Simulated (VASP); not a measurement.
# Hf3ZrS8 in VASP: a series of runs, part 2 of 3

VASP 6.6.1. The steps go on from the part before.

### 3 Single point, PBE

This run uses another cell than the first one, of 26.35 Å³/atom.

The input, INCAR:

```
PREC = Accurate
ENCUT = 520
EDIFF = 1E-6
ISMEAR = 0
SIGMA = 0.1
LREAL = F
LASPH = T
NELM = 60
ALGO = Normal
ISIF = 2
LWAVE = F
LCHARG = F
GGA = PE
NBANDS = 57
```

The input, KPOINTS:

```
regular mesh
0
Gamma
  2 2 2
```

The input, POSCAR:

```
Hf3ZrS8
1.0
   -6.3384389461      0.0000000000     -0.0001915409
    0.0011912136      0.0000000000     -6.8123926347
    0.0000000000     -7.3217999875      0.0000000000
Zr Hf S
1 3 8
Direct
    0.5000000000      1.0000000000      0.0000000000
    1.0000000000      1.0000000000      0.2503376405
    0.5000000000      1.0000000000      0.5000000000
    1.0000000000      1.0000000000      0.7496623595
    0.3322010755      0.7875288950      0.2517375787
    0.8329975519      0.7879642756      0.5000000000
    0.3322010755      0.7875288950      0.7482624213
    0.8359114370      0.7875559322      0.0000000000
    0.1640885630      0.2124440678      0.0000000000
    0.6677989245      0.2124711050      0.2517375787
    0.1670024481      0.2120357244      0.5000000000
    0.6677989245      0.2124711050      0.7482624213
```

Potentials or basis: VASP PAW PBE potentials, release 64 (Zr_sv, Hf_pv, S).

Run with:

```bash
cat potpaw_PBE.64/Zr_sv/POTCAR potpaw_PBE.64/Hf_pv/POTCAR potpaw_PBE.64/S/POTCAR > POTCAR
mpirun -np 1 vasp_std > vasp.out
```

OUTCAR:

```text
PREC = Accurate
   ENCUT = 520
   EDIFF = 1E-6
   ISMEAR = 0
   LREAL = F
   LASPH = T
   NELM = 60
   ISIF = 2
   GGA = PE

 ion  position               nearest neighbor table
   1  0.500  0.000  0.000-   5 2.57   7 2.57  10 2.57  12 2.57   8 2.57   9 2.57   3 3.66   3 3.66
                             4 3.66   2 3.66   2 3.66   4 3.66
   2  0.000  0.000  0.250-   5 2.56  10 2.56   9 2.56   8 2.56   6 2.56  11 2.56   4 3.66   3 3.66
                             3 3.66   1 3.66   1 3.66   4 3.67
   3  0.500  0.000  0.500-   5 2.56   7 2.56  10 2.56  12 2.56  11 2.56   6 2.56   2 3.66   4 3.66
                             2 3.66   4 3.66   1 3.66   1 3.66
   4  0.000  0.000  0.750-   7 2.56  12 2.56   9 2.56   8 2.56  11 2.56   6 2.56   2 3.66   3 3.66
                             3 3.66   1 3.66   1 3.66   2 3.67
   5  0.332  0.788  0.252-   2 2.56   3 2.56   1 2.57
   6  0.833  0.788  0.500-   3 2.56   2 2.56   4 2.56
   7  0.332  0.788  0.748-   4 2.56   3 2.56   1 2.57
   8  0.836  0.788  0.000-   2 2.56   4 2.56   1 2.57
[... 209 lines left out ...]
      6     -28.6333      2.00000
[... 469 lines left out ...]
     56       6.1742      0.00000
     57       6.1823      0.00000

------------------------ aborting loop because EDIFF is reached ----------------------------------------

  FORCE on cell =-STRESS in cart. coord.  units (eV):
  Direction    XX          YY          ZZ          XY          YZ          ZX
  --------------------------------------------------------------------------------------
  -------------------------------------------------------------------------------------
  Total       -0.8788380      0.4485460     -0.5469077      0.0000000      0.0000000     -0.1154614
  in kB       -4.4536859      2.2730956     -2.7715630      0.0000000      0.0000000     -0.5851235
  external PRESSURE =      -1.6507178 kB  Pullay stress =       0.0000000 kB

 VOLUME and BASIS-vectors are now :
 -----------------------------------------------------------------------------
  energy-cutoff  :      520.00
  volume of cell :      316.15
      direct lattice vectors                 reciprocal lattice vectors
    -6.338438946  0.000000000 -0.000191541    -0.157767552  0.000000000 -0.000027587
     0.001191214  0.000000000 -6.812392635     0.000004436  0.000000000 -0.146791303
     0.000000000 -7.321799988  0.000000000     0.000000000 -0.136578437  0.000000000

 POSITION                                       TOTAL-FORCE (eV/Angst)
 -----------------------------------------------------------------------------------
     -3.16922      0.00000     -0.00010         0.000000      0.000000      0.000000
      0.00000     -1.83292      0.00000         0.000000     -0.007492      0.000000
     -3.16922     -3.66090     -0.00010         0.000000      0.000000      0.000000
      0.00000     -5.48888      0.00000         0.000000      0.007492      0.000000
     -2.10470     -1.84317     -5.36502         0.005883     -0.028980     -0.043045
     -5.27897     -3.66090     -5.36808        -0.004860      0.000000     -0.061542
     -2.10470     -5.47863     -5.36502         0.005883      0.028980     -0.043045
     -5.29744      0.00000     -5.36530        -0.044197     -0.000000     -0.040525
     -1.03981      0.00000     -1.44728         0.044197      0.000000      0.040525
     -4.23255     -1.84317     -1.44756        -0.005883     -0.028980      0.043045
     -1.05828     -3.66090     -1.44450         0.004860     -0.000000      0.061542
     -4.23255     -5.47863     -1.44756        -0.005883      0.028980      0.043045
 -----------------------------------------------------------------------------------
    total drift:                               -0.000000     -0.000000     -0.000000

  FREE ENERGIE OF THE ION-ELECTRON SYSTEM (eV)
  ---------------------------------------------------
  free  energy   TOTEN  =       -90.0755218213 eV

  energy  without entropy=      -90.0755218213  energy(sigma->0) =      -90.07552182
```

OSZICAR:

```text
N       E                     dE             d eps       ncg     rms          rms(c)
DAV:   1     0.619787281303E+03    0.61979E+03   -0.43218E+04   936   0.141E+03
DAV:   2    -0.404297368829E+02   -0.66022E+03   -0.64016E+03  1144   0.339E+02
DAV:   3    -0.950585534708E+02   -0.54629E+02   -0.53977E+02  1240   0.813E+01
DAV:   4    -0.978802307235E+02   -0.28217E+01   -0.28166E+01  1600   0.165E+01
DAV:   5    -0.980476601881E+02   -0.16743E+00   -0.16742E+00  1336   0.218E+00    0.845E+01
DAV:   6    -0.903749630421E+02    0.76727E+01   -0.24087E+01  1016   0.144E+01    0.595E+01
DAV:   7    -0.902427005623E+02    0.13226E+00   -0.74896E+00  1344   0.893E+00    0.135E+01
DAV:   8    -0.900937089609E+02    0.14899E+00   -0.10535E+00  1020   0.351E+00    0.288E+00
DAV:   9    -0.900758965496E+02    0.17812E-01   -0.13381E-01  1240   0.131E+00    0.156E+00
DAV:  10    -0.900752840972E+02    0.61245E-03   -0.19029E-02  1084   0.409E-01    0.837E-01
DAV:  11    -0.900754650333E+02   -0.18094E-03   -0.17880E-03  1240   0.150E-01    0.304E-01
DAV:  12    -0.900754957949E+02   -0.30762E-04   -0.26587E-04  1150   0.577E-02    0.141E-01
DAV:  13    -0.900755197238E+02   -0.23929E-04   -0.11750E-04  1264   0.386E-02    0.224E-02
DAV:  14    -0.900755217614E+02   -0.20376E-05   -0.10423E-05  1215   0.109E-02    0.374E-02
DAV:  15    -0.900755218213E+02   -0.59938E-07   -0.14230E-06   784   0.486E-03
   1 F= -.90075522E+02 E0= -.90075522E+02  d E =-.410898E-16
```

Wall time 1.7 min (1 thread of Intel Xeon 6975P-C (Granite Rapids), shared host); peak memory 0.43 GiB.

What came out:

```
Free energy            : -90.0755 eV
Pressure               : -0.2 GPa
Largest force          : 0.062 eV/Å
Band gap on the k mesh : 1.18 eV (least direct gap 1.21 eV)
```

Forces in eV/Å, atoms in the order of the input:
```
Zr   0.000  0.000  0.000
Hf   0.000 -0.007  0.000
Hf   0.000  0.000  0.000
Hf   0.000  0.007  0.000
S    0.006 -0.029 -0.043
S   -0.005  0.000 -0.062
S    0.006  0.029 -0.043
S   -0.044  0.000 -0.041
S    0.044  0.000  0.041
S   -0.006 -0.029  0.043
S    0.005  0.000  0.062
S   -0.006  0.029  0.043
```

Caveat: the k points lie up to 0.50 Å⁻¹ apart; spin-orbit coupling is left out, which moves the levels of the heavy elements; this functional lacks dispersion, which binds the layers, so the pressure and a relaxed spacing across them are unreliable. A k mesh can miss the band edges.

(Continued in part 3 of 3.)
